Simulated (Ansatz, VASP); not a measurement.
**MgO: VASP beside Ansatz**

INCAR

```
PREC     = Accurate       # precision mode
ENCUT    = 600            # plane-wave cutoff, eV
EDIFF    = 1E-6           # SCF threshold, eV
ISMEAR   = 0              # smearing method
SIGMA    = 0.01           # smearing width, eV
LREAL    = False          # projectors in reciprocal space
LASPH    = True           # aspherical terms in the spheres
NELM     = 120            # most SCF steps
ALGO     = Normal         # electronic algorithm
ISIF     = 2              # what is computed and relaxed
LWAVE    = False          # write WAVECAR
LCHARG   = False          # write CHGCAR
GGA      = CA             # functional
NBANDS   = 11             # bands
GGA_COMPAT= False
```

Contents of KPOINTS:

```
Automatic mesh
0
Gamma
  10 10 10
```

File POSCAR:

```
MgO
1.0
    0.0000000000      1.9541088990      1.9541088990
    1.9541088990      0.0000000000      1.9541088990
    1.9541088990      1.9541088990      0.0000000000
Mg O
1 1
Direct
    0.0000000000      0.0000000000      0.0000000000
    0.5000000000      0.5000000000      0.5000000000
```

Input for Ansatz:

```yaml
crystal:
  lattice:
    - [0.0, 1.954108899, 1.954108899]
    - [1.954108899, 0.0, 1.954108899]
    - [1.954108899, 1.954108899, 0.0]
  atoms:
    - { symbol: Mg, position: [0.0, 0.0, 0.0] }
    - { symbol: O, position: [0.5, 0.5, 0.5] }
scf:
  occupations: { method: fixed }
output:
  forces: true
  stress: true
  eigenvalues: true
  write_density: true
  write_potential: true
  elf: true
  volumetric_format: npy
hamiltonian:
  xc: lda
basis:
  ecutwfc: 700
kpoints:
  mp_grid: { grid: [10, 10, 10] }
```

Alike in both runs: task single point; functional LDA; k mesh 10 × 10 × 10; no spin polarisation.

|  | VASP | Ansatz |
| --- | --- | --- |
| version | VASP 6.6.1 | Ansatz 0.2.0 |
| potentials or method | VASP PAW LDA potentials, release 64 (Mg, O), cutoff 600 eV | scalar-relativistic, plane waves, PAW |
| occupations | gaussian, width 0.01 eV | fixed |
| valence electrons in the cell | 8 | 16 |

Ansatz gave:

| Item | Value |
| --- | --- |
| gap on the k mesh at the Fermi level (eV) | 7.17 |
| least direct gap on the mesh (eV) | 7.17 |

Estimate VASP's values.

gap on the k mesh at the Fermi level (eV): 7.18; least direct gap on the mesh (eV): 7.18.

LDA's correlation is that of Perdew and Zunger in VASP and of Perdew and Wang (1992) in Ansatz. VASP's potentials hold 8 valence electrons a cell and Ansatz's 16, so a difference there can come from the potentials and not from the codes.
